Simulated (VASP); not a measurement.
A run of VASP 6.6.1 is set up as follows.

File INCAR:

```
  ALGO = Normal
  EDIFF = 1E-6
  ENCUT = 520
  GGA = PE
  ISIF = 2
  ISMEAR = 0
  LASPH = T
  LCHARG = F
  LREAL = F
  LWAVE = F
  NBANDS = 28
  NELM = 100
  PREC = Accurate
  SIGMA = 0.1
```

Contents of KPOINTS:

```
k-points
0
Gamma
  18 18 6
```

POSCAR

```
V3H2
1.0
    2.8308386441      0.0000000000      0.0000000000
   -1.4154193221      2.4515781798      0.0000000000
    0.0000000000      0.0000000000      6.4369418786
V H
3 2
Direct
    0.0000000000      0.0000000000      0.0000000000
    0.3333333333      0.6666666667      0.6574830230
    0.6666666667      0.3333333333      0.3425169770
    0.3333333333      0.6666666667      0.1657099673
    0.6666666667      0.3333333333      0.8342900327
```

Potentials or basis: VASP PAW PBE potentials, release 64 (V_sv, H).

Launch:

```bash
$ cat potpaw_PBE.64/V_sv/POTCAR potpaw_PBE.64/H/POTCAR > POTCAR
$ mpirun -np 1 vasp_std > vasp.out
```

**Question.** Estimate the largest force.

**Answer.** 0.004 eV/Å.

**Question.** What does it give for the band gap on the k mesh?

**Answer.** Zero (an odd number of electrons rules out a gap without spin polarisation).

Forces in eV/Å, atoms in the order of the input:
```
V    0.000  0.000  0.000
V    0.000  0.000 -0.001
V    0.000  0.000  0.001
H    0.000  0.000  0.004
H    0.000  0.000 -0.004
```
